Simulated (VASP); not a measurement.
# BN (F-43m) in VASP: notebook

Aim: see how the results for BN move with the level of theory and the settings. Levels: PBEsol, r2SCAN. Tasks: single point.

All numbers are computed with VASP 6.6.1; they aren't measurements. Logs are shortened: lines on timing, memory, paths and dates and some standing lists are left out, and cuts for length are marked.

## Step 1: The cell of the first run

The structure is cubic, space group F-43m (No. 216). The conventional cell has a = 3.606 Å, b = 3.606 Å, c = 3.606 Å, α = 90.00°, β = 90.00°, γ = 90.00°. Within 2.1 Å of B (site symmetry -43m) lie 4 N at 1.56 Å. Within 2.1 Å of N (site symmetry -43m) lie 4 B at 1.56 Å.

## Step 2: Single point, PBEsol

INCAR

```
ALGO = Normal
EDIFF = 1E-7
ENCUT = 520
GGA = PS
ISIF = 2
ISMEAR = -1
LASPH = T
LCHARG = F
LREAL = Auto
LWAVE = F
NBANDS = 166
NELM = 80
PREC = Accurate
SIGMA = 0.05
```

KPOINTS

```
k-points
0
Gamma
  1 1 1
```

POSCAR

```
BN
1.0
    7.2115910000      0.0000000000      0.0000000000
    0.0000000000      7.2115910000      0.0000000000
    0.0000000000      0.0000000000      7.2115910000
B N
32 32
Direct
    0.0000000000      0.0000000000      0.0000000000
    0.0000000000      0.0000000000      0.5000000000
    0.0000000000      0.5000000000      0.0000000000
    0.0000000000      0.5000000000      0.5000000000
    0.5000000000      0.0000000000      0.0000000000
    0.5000000000      0.0000000000      0.5000000000
    0.5000000000      0.5000000000      0.0000000000
    0.5000000000      0.5000000000      0.5000000000
    0.2500000000      0.2500000000      0.0000000000
    0.2500000000      0.2500000000      0.5000000000
    0.2500000000      0.7500000000      0.0000000000
    0.2500000000      0.7500000000      0.5000000000
    0.7500000000      0.2500000000      0.0000000000
    0.7500000000      0.2500000000      0.5000000000
    0.7500000000      0.7500000000      0.0000000000
    0.7500000000      0.7500000000      0.5000000000
    0.2500000000      0.0000000000      0.2500000000
    0.2500000000      0.0000000000      0.7500000000
    0.2500000000      0.5000000000      0.2500000000
    0.2500000000      0.5000000000      0.7500000000
    0.7500000000      0.0000000000      0.2500000000
    0.7500000000      0.0000000000      0.7500000000
    0.7500000000      0.5000000000      0.2500000000
    0.7500000000      0.5000000000      0.7500000000
    0.0000000000      0.2500000000      0.2500000000
    0.0000000000      0.2500000000      0.7500000000
    0.0000000000      0.7500000000      0.2500000000
    0.0000000000      0.7500000000      0.7500000000
    0.5000000000      0.2500000000      0.2500000000
    0.5000000000      0.2500000000      0.7500000000
    0.5000000000      0.7500000000      0.2500000000
    0.5000000000      0.7500000000      0.7500000000
    0.1250000000      0.1250000000      0.1250000000
    0.1250000000      0.1250000000      0.6250000000
    0.1250000000      0.6250000000      0.1250000000
    0.1250000000      0.6250000000      0.6250000000
    0.6250000000      0.1250000000      0.1250000000
    0.6250000000      0.1250000000      0.6250000000
    0.6250000000      0.6250000000      0.1250000000
    0.6250000000      0.6250000000      0.6250000000
    0.3750000000      0.3750000000      0.1250000000
    0.3750000000      0.3750000000      0.6250000000
    0.3750000000      0.8750000000      0.1250000000
    0.3750000000      0.8750000000      0.6250000000
    0.8750000000      0.3750000000      0.1250000000
    0.8750000000      0.3750000000      0.6250000000
    0.8750000000      0.8750000000      0.1250000000
    0.8750000000      0.8750000000      0.6250000000
    0.3750000000      0.1250000000      0.3750000000
    0.3750000000      0.1250000000      0.8750000000
    0.3750000000      0.6250000000      0.3750000000
    0.3750000000      0.6250000000      0.8750000000
    0.8750000000      0.1250000000      0.3750000000
    0.8750000000      0.1250000000      0.8750000000
    0.8750000000      0.6250000000      0.3750000000
    0.8750000000      0.6250000000      0.8750000000
    0.1250000000      0.3750000000      0.3750000000
    0.1250000000      0.3750000000      0.8750000000
    0.1250000000      0.8750000000      0.3750000000
    0.1250000000      0.8750000000      0.8750000000
    0.6250000000      0.3750000000      0.3750000000
    0.6250000000      0.3750000000      0.8750000000
    0.6250000000      0.8750000000      0.3750000000
    0.6250000000      0.8750000000      0.8750000000
```

Potentials or basis: VASP PAW PBE potentials, release 64 (B, N).

Run with:

```sh
$ cat potpaw_PBE.64/B/POTCAR potpaw_PBE.64/N/POTCAR > POTCAR
$ mpirun -np 1 vasp_gam > vasp.out
```

OUTCAR:

```text
EDIFF = 1E-7
   ENCUT = 520
   GGA = PS
   ISIF = 2
   ISMEAR = -1
   LASPH = T
   LREAL = Auto
   NELM = 80
   PREC = Accurate

 ion  position               nearest neighbor table
   1  0.000  0.000  0.000-  33 1.56  47 1.56  54 1.56  60 1.56
   2  0.000  0.000  0.500-  34 1.56  48 1.56  53 1.56  59 1.56
   3  0.000  0.500  0.000-  35 1.56  45 1.56  56 1.56  58 1.56
   4  0.000  0.500  0.500-  36 1.56  46 1.56  55 1.56  57 1.56
   5  0.500  0.000  0.000-  37 1.56  43 1.56  50 1.56  64 1.56
   6  0.500  0.000  0.500-  38 1.56  44 1.56  49 1.56  63 1.56
[... 56 lines left out ...]
  63  0.625  0.875  0.375-   6 1.56  16 1.56  21 1.56  31 1.56
  64  0.625  0.875  0.875-   5 1.56  15 1.56  22 1.56  32 1.56

  LATTYP: Found a simple cubic cell.
 ALAT       =     7.2115910000

  Lattice vectors:

 A1 = (   7.2115910000,   0.0000000000,   0.0000000000)
 A2 = (   0.0000000000,   7.2115910000,   0.0000000000)
 A3 = (   0.0000000000,   0.0000000000,   7.2115910000)

Analysis of symmetry for initial positions (statically):
=====================================================================
 Subroutine PRICEL returns following result:

  LATTYP: Found a face centered cubic cell.
 ALAT       =     3.6057955000

  Lattice vectors:

 A1 = (   1.8028977500,  -1.8028977500,   0.0000000000)
 A2 = (   1.8028977500,   0.0000000000,   1.8028977500)
 A3 = (   0.0000000000,  -1.8028977500,   1.8028977500)

  32 primitive cells build up your supercell.

 Routine SETGRP: Setting up the symmetry group for a
 simple cubic supercell.

 Subroutine GETGRP returns: Found 24 space group operations
 (whereof 24 operations were pure point group operations)
 out of a pool of 48 trial point group operations.

The static configuration has the point symmetry T_d .

Analysis of symmetry for dynamics (positions and initial velocities):
=====================================================================
 Subroutine PRICEL returns following result:

  LATTYP: Found a face centered cubic cell.
 ALAT       =     3.6057955000

  Lattice vectors:

 A1 = (   1.8028977500,  -1.8028977500,   0.0000000000)
 A2 = (   1.8028977500,   0.0000000000,   1.8028977500)
 A3 = (   0.0000000000,  -1.8028977500,   1.8028977500)

  32 primitive cells build up your supercell.

 Routine SETGRP: Setting up the symmetry group for a
 simple cubic supercell.

 Subroutine GETGRP returns: Found 24 space group operations
 (whereof 24 operations were pure point group operations)
 out of a pool of 48 trial point group operations.

The dynamic configuration has the point symmetry T_d .

 Subroutine INISYM returns: Found 24 space group operations
 (whereof 24 operations are pure point group operations),
 and found    32 'primitive' translations

----------------------------------------------------------------------------------------

                                     Primitive cell

  volume of cell :      11.7204

  direct lattice vectors                    reciprocal lattice vectors
     1.802897750 -1.802897750  0.000000000     0.277331313 -0.277331313 -0.277331313
     1.802897750  0.000000000  1.802897750     0.277331313  0.277331313  0.277331313
     0.000000000 -1.802897750  1.802897750    -0.277331313 -0.277331313  0.277331313

  length of vectors
     2.549682450  2.549682450  2.549682450     0.480351924  0.480351924  0.480351924

  position of ions in fractional coordinates (direct lattice)
     0.000000000  0.000000000  0.000000000
     0.750000000  0.750000000  0.750000000

  ion indices of the primitive-cell ions
   primitive index   ion index
                 1           1
                 2          33

----------------------------------------------------------------------------------------

 KPOINTS: k-points

Automatic generation of k-mesh.
 Grid dimensions read from file:
 generate k-points for:    1    1    1

 Generating k-lattice:

  Cartesian coordinates                     Fractional coordinates (reciprocal lattice)
     0.138665656  0.000000000  0.000000000     1.000000000  0.000000000  0.000000000
     0.000000000  0.138665656  0.000000000     0.000000000  1.000000000  0.000000000
     0.000000000  0.000000000  0.138665656     0.000000000  0.000000000  1.000000000

  Length of vectors
     0.138665656  0.138665656  0.138665656

  Shift w.r.t. Gamma in fractional coordinates (k-lattice)
     0.000000000  0.000000000  0.000000000

 Subroutine IBZKPT returns following result:
 ===========================================

 Found      1 irreducible k-points:

 Following reciprocal coordinates:
            Coordinates               Weight
  0.000000  0.000000  0.000000      1.000000
   k-points           NKPTS =      1   k-points in BZ     NKDIM =      1   number of bands    NBANDS=    166
   number of dos      NEDOS =    301   number of ions     NIONS =     64
   total plane-waves  NPLWV = 157464
   dimension x,y,z NGX =    54 NGY =   54 NGZ =   54
   dimension x,y,z NGXF=   108 NGYF=  108 NGZF=  108
   ions per type =              32  32
   NGX,Y,Z   is equivalent  to a cutoff of  12.45, 12.45, 12.45 a.u.
   NGXF,Y,Z  is equivalent  to a cutoff of  24.90, 24.90, 24.90 a.u.
 SYSTEM =  unknown system
   PREC   = accura    normal or accurate (medium, high low for compatibility)
   ISTART =      0    job   : 0-new  1-cont  2-samecut
   ICHARG =      2    charge: 1-file 2-atom 10-const
   ISPIN  =      1    spin polarized calculation?
   LNONCOLLINEAR =      F non collinear calculations
   LSORBIT =      F    spin-orbit coupling
   LASPH  =      T    aspherical Exc in radial PAW
   ENCUT  =  520.0 eV  38.22 Ry    6.18 a.u.  13.41 13.41 13.41*2*pi/ulx,y,z
   NELM   =     80;   NELMIN=  2; NELMDL= -5     # of ELM steps
   EDIFF  = 0.1E-06   stopping-criterion for ELM
   LREAL  =      T    real-space projection
   EDIFFG = 0.1E-05   stopping-criterion for IOM
   NSW    =      0    number of steps for IOM
   IBRION =     -1    ionic relax: 0-MD 1-quasi-New 2-CG
   NFREE  =      0    steps in history (QN), initial steepest desc. (CG)
   ISIF   =      2    stress and relaxation
   ISYM   =      2    0-nonsym 1-usesym 2-fastsym
   POTIM  = 0.5000    time-step for ionic-motion
   TEBEG  =    0.0;   TEEND  =   0.0 temperature during run
   PSTRESS=    0.0 pullay stress
   NELECT =     256.0000    total number of electrons
   NUPDOWN=      -1.0000    fix difference up-down
   EMIN   =  10.00;   EMAX   =-10.00  energy-range for DOS
   EFERMI =   0.00;   METHOD = LEGACY
   ISMEAR =    -1;   SIGMA  =   0.05  broadening in eV -4-tet -1-fermi 0-gaus
   EFERMI_NEDOS =   21; number of points for ismear=-14 and -15
   IALGO  =     38    algorithm
   IMIX   =      4    mixing-type and parameters
     AMIX     =   0.40;   BMIX     =  1.00
     AMIX_MAG =   1.60;   BMIX_MAG =  1.00
  volume/ion in A,a.u.               =       5.86        39.55
  Fermi-wavevector in a.u.,A,eV,Ry     =   1.441420  2.723888 28.268692  2.077690
  Thomas-Fermi vector in A             =   2.560054
   LORBIT       =      0    0 simple, 1 ext, 2 COOP (PROOUT), +10 PAW based schemes
   GGA     = PS    functional components
   LHFCALC =     F    Hartree Fock is set to
   AEXX    =    0.0000 exact exchange contribution
   IVDW    =     0    specifies the selected vdW correction
   LEPSILON=     F    determine dielectric tensor
   LRPA    =     F    only Hartree local field effects (RPA)
 non-spin polarized calculation
  energy-cutoff  :      520.00
  volume of cell :      375.05
 maximum number of plane-waves:      5030
 NGX is ok and might be reduce to    54
   NGX = 27   NGY = 27   NGZ = 27

 number of electron     256.0000105 magnetization

 Free energy of the ion-electron system (eV)
  ---------------------------------------------------
  ext. energy  EPLUGINS =         0.00000000
  ---------------------------------------------------
  free energy    TOTEN  =      -584.35904727 eV

  energy without entropy =     -584.35904727  energy(sigma->0) =     -584.35904727

 E-fermi :   8.8262     XC(G=0): -13.0455

 val. band max:        7.5007625314   @ k =   0.0000   0.0000   0.0000
 cond. band min:      11.7498859273   @ k =   0.0000   0.0000   0.0000
 fundamental gap:      4.2491233959
 Fermi energy:         8.8262444379

 k-point     1 :       0.0000    0.0000    0.0000
  band No.  band energies     occupation
      1     -12.8594      2.00000
      2     -10.8680      2.00000
      3     -10.8680      2.00000
      4     -10.8680      2.00000
      5     -10.8680      2.00000
      6     -10.8680      2.00000
[... 132 lines left out ...]
    139      16.2595      0.00000
    140      16.2595      0.00000
 [bands above 140 left out]

------------------------ aborting loop because EDIFF is reached ----------------------------------------

  FORCE on cell =-STRESS in cart. coord.  units (eV):
  Direction    XX          YY          ZZ          XY          YZ          ZX
  --------------------------------------------------------------------------------------
  -------------------------------------------------------------------------------------
  Total        4.0205589      4.0205589      4.0205589     -0.0000000     -0.0000000      0.0000000
  in kB       17.1752770     17.1752770     17.1752770     -0.0000000     -0.0000000      0.0000000
  external PRESSURE =      17.1752770 kB  Pullay stress =       0.0000000 kB

 VOLUME and BASIS-vectors are now :
 -----------------------------------------------------------------------------
  energy-cutoff  :      520.00
  volume of cell :      375.05
      direct lattice vectors                 reciprocal lattice vectors
     7.211591000  0.000000000  0.000000000     0.138665656  0.000000000  0.000000000
     0.000000000  7.211591000  0.000000000     0.000000000  0.138665656  0.000000000
     0.000000000  0.000000000  7.211591000     0.000000000  0.000000000  0.138665656

 POSITION                                       TOTAL-FORCE (eV/Angst)
 -----------------------------------------------------------------------------------
      0.00000      0.00000      0.00000        -0.000000      0.000000     -0.000000
      0.00000      0.00000      3.60580        -0.000000      0.000000     -0.000000
      0.00000      3.60580      0.00000        -0.000000      0.000000     -0.000000
      0.00000      3.60580      3.60580        -0.000000      0.000000     -0.000000
      3.60580      0.00000      0.00000        -0.000000      0.000000     -0.000000
      3.60580      0.00000      3.60580        -0.000000      0.000000     -0.000000
[... 56 lines left out ...]
      4.50724      6.31014      2.70435         0.000000     -0.000000      0.000000
      4.50724      6.31014      6.31014        -0.000000     -0.000000      0.000000
 -----------------------------------------------------------------------------------
    total drift:                               -0.000000     -0.000000     -0.000000

  FREE ENERGIE OF THE ION-ELECTRON SYSTEM (eV)
  ---------------------------------------------------
  free  energy   TOTEN  =      -584.3590472741 eV

  energy  without entropy=     -584.3590472741  energy(sigma->0) =     -584.35904727
```

Wall time 2.3 min (1 thread of Intel Xeon 6975P-C, shared host); peak memory 0.37 GiB.

What came out:

```
Free energy            : -584.3590 eV
Pressure               : 1.7 GPa
Band gap on the k mesh : 4.25 eV
```

Levels at points of the mesh, in eV from the valence-band top:
| k point | band 124 | band 125 | band 126 | band 127 | band 128 | band 129 | band 130 | band 131 | band 132 | band 133 |
| --- | --- | --- | --- | --- | --- | --- | --- | --- | --- | --- |
| (0.00, 0.00, 0.00) | -1.97 | -1.97 | 0.00 | 0.00 | 0.00 | 4.25 | 4.25 | 4.25 | 6.67 | 6.67 |

Caveat: the k points lie up to 0.87 Å⁻¹ apart; the PAW data sets were made with another functional, which shifts forces and pressure a little. A k mesh can miss the band edges.

[end of part 1 of 2]
